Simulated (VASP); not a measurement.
**H4CO: single point with PBE+D3(BJ)**

System: H4CO.

```
CELL_PARAMETERS angstrom
7.38032 0.00000 0.00000
0.00000 7.38032 0.00000
0.00000 0.00000 7.38032
ATOMIC_POSITIONS crystal
C 0.10295 0.61062 0.40691
C 0.67166 0.52525 0.73455
C 0.77807 0.30215 0.21397
C 0.20083 0.21110 0.71104
C 0.52433 0.77774 0.16679
C 0.08794 0.84298 0.03384
O 0.12707 0.76014 0.53435
O 0.65233 0.34650 0.66597
O 0.64332 0.40795 0.30980
O 0.29827 0.29516 0.85656
O 0.68741 0.76942 0.27873
O 0.99855 0.67525 0.02239
H 0.96656 0.60947 0.36436
H 0.24624 0.75022 0.59508
H 0.18324 0.63200 0.28225
H 0.12728 0.48754 0.47491
H 0.63131 0.51839 0.87884
H 0.68231 0.36424 0.53889
H 0.80812 0.56928 0.72597
H 0.59594 0.63450 0.66329
H 0.74693 0.16079 0.23347
H 0.68273 0.52836 0.29961
H 0.78457 0.33309 0.07460
H 0.90995 0.33110 0.26900
H 0.08665 0.15208 0.78052
H 0.41403 0.33032 0.80610
H 0.15801 0.30268 0.60469
H 0.28248 0.11456 0.62875
H 0.44697 0.65419 0.13887
H 0.78896 0.78425 0.19495
H 0.42520 0.85988 0.23748
H 0.56033 0.82689 0.02322
H 0.20486 0.80991 0.12732
H 0.01393 0.64347 0.89092
H 0.15745 0.86746 0.90813
H 0.00228 0.95150 0.07211
```

```yaml
Program: VASP 6.6.1
Task: single point
Functional: PBE
Dispersion: D3(BJ)
Potentials_or_basis: VASP PAW PBE potentials, release 64 (C, O, H)
Cutoff: 520 eV
k_mesh: 1 × 1 × 1
Occupations: fermi-dirac, width 0.05 eV
Spin: no spin polarisation
Dipole_correction: no
Further_INCAR_settings: LREAL = Auto; ALGO = Normal; EDIFF = 1e-06; NBANDS = 66
```

```
Pressure                   : 1.8 GPa
Largest force              : 3.241 eV/Å
Band gap on the k mesh     : 4.41 eV
Dispersion energy per atom : -0.035 eV
```

Forces on the atoms (eV/Å):
```
C    1.165  1.793  0.179
C   -0.936 -0.049  0.940
C   -0.496  0.143  1.335
C    0.772 -0.248  0.127
C    0.540  0.746 -1.501
C    2.893 -1.343  0.574
O    0.307 -0.197  0.237
O   -0.169  0.330  0.669
O   -0.157 -2.801 -0.173
O   -0.195  0.091 -0.292
O   -0.595 -0.374 -0.584
O   -1.044 -1.104 -2.083
H   -1.399  0.313 -0.170
H   -0.632 -0.140 -0.616
H    0.109 -0.439  0.511
H    0.573 -1.365  0.349
H    0.065  0.339 -0.241
H   -0.393 -0.522 -1.191
H    1.493  0.367  0.080
H   -0.350 -0.441  0.000
H   -0.226 -0.644  0.115
H    0.468  2.692 -0.125
H   -0.235  0.336 -1.631
H    0.810 -0.070  0.323
H   -0.597 -0.527 -0.351
H    0.614  0.008 -0.207
H   -0.479  0.685 -0.026
H   -0.089 -0.314  0.696
H    0.699 -0.912  0.438
H   -0.021 -0.238  0.045
H    0.087  0.848  0.018
H   -0.454  0.112  1.461
H   -0.978  1.320 -0.099
H   -0.572 -0.209  1.366
H    0.033  0.699 -0.725
H   -0.611  1.114  0.553
```

Stress tensor (GPa, compression positive):
```
 1.88  0.79  0.66
 0.79  3.89 -0.46
 0.66 -0.46 -0.29
```

Levels at points of the mesh, in eV from the valence-band top:
```csv
k point,band 38,band 39,band 40,band 41,band 42,band 43,band 44,band 45,band 46,band 47
"(0.00, 0.00, 0.00)",-0.75,-0.70,-0.59,-0.29,0.00,4.41,5.79,6.10,6.29,6.30
```

Run time: 2.2 min on 1 thread of Intel(R) Xeon(R) Platinum 8259CL CPU @ 2.50GHz (Skylake/Cascade Lake), on a shared host, peak memory 0.38 GiB.

Caveat: the k points lie up to 0.85 Å⁻¹ apart.
